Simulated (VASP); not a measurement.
Write the native input for VASP 6.6.1 that does the following.

```
Task                   : relaxation of cell and atoms
Functional             : PBEsol
Potentials or basis    : VASP PAW PBE potentials, release 64 (Ti_sv)
Cutoff                 : 600 eV
k mesh                 : 11 × 11 × 11
Occupations            : fermi-dirac, width 0.05 eV
Spin                   : no spin polarisation
Target pressure        : 30 GPa
Dipole correction      : no
Further INCAR settings : ALGO = Normal; EDIFF = 1e-06; IBRION = 2; EDIFFG = -0.02; NSW = 80; ISIF = 3
```

The structure of Ti lies in POSCAR:

```
Ti
1.0
   -1.6410000000      1.6410000000      1.6410000000
    1.6410000000     -1.6410000000      1.6410000000
    1.6410000000      1.6410000000     -1.6410000000
Ti
1
Direct
    0.0000000000      0.0000000000      0.0000000000
```

These files were run (other wordings do the same):

INCAR

```
  ALGO = Normal
  EDIFF = 1E-6
  EDIFFG = -0.02
  ENCUT = 600
  GGA = PS
  IBRION = 2
  ISIF = 3
  ISMEAR = -1
  LASPH = True
  LCHARG = False
  LREAL = False
  LWAVE = False
  NELM = 60
  NSW = 80
  PREC = Accurate
  PSTRESS = 300.0
  SIGMA = 0.05
```

KPOINTS

```
k-points
0
Gamma
  11 11 11
```

Potentials or basis: VASP PAW PBE potentials, release 64 (Ti_sv).

Launch:

```bash
$ cat potpaw_PBE.64/Ti_sv/POTCAR > POTCAR
$ mpirun -np 1 vasp_std > vasp.out
```

Results of the run:

* Relaxed volume: 13.54 Å³/atom
* Relaxed cell: a = 2.600 Å, b = 2.600 Å, c = 2.600 Å, α = 109.47°, β = 109.47°, γ = 109.47°
* Space group after relaxing (to 0.05 Å): Im-3m (No. 229)
* Energy change on relaxing (the enthalpy is what falls): +215.8 meV/atom
* Ionic steps: 5
* Pressure after relaxing: 30.1 GPa
* Band gap on the k mesh: zero (band 6 reaches 11.98 eV, above the bottom of band 7 at 9.95 eV)

Caveat: the cell is relaxed towards a set pressure, so the enthalpy falls and the energy may rise; the volume moved by over 15 % at a fixed basis, so the end points are rough; the PAW data sets were made with another functional, which shifts forces and pressure a little.

Run time: 65 s on 1 thread of Intel Xeon 8259CL, on a shared host, peak memory 0.16 GiB.
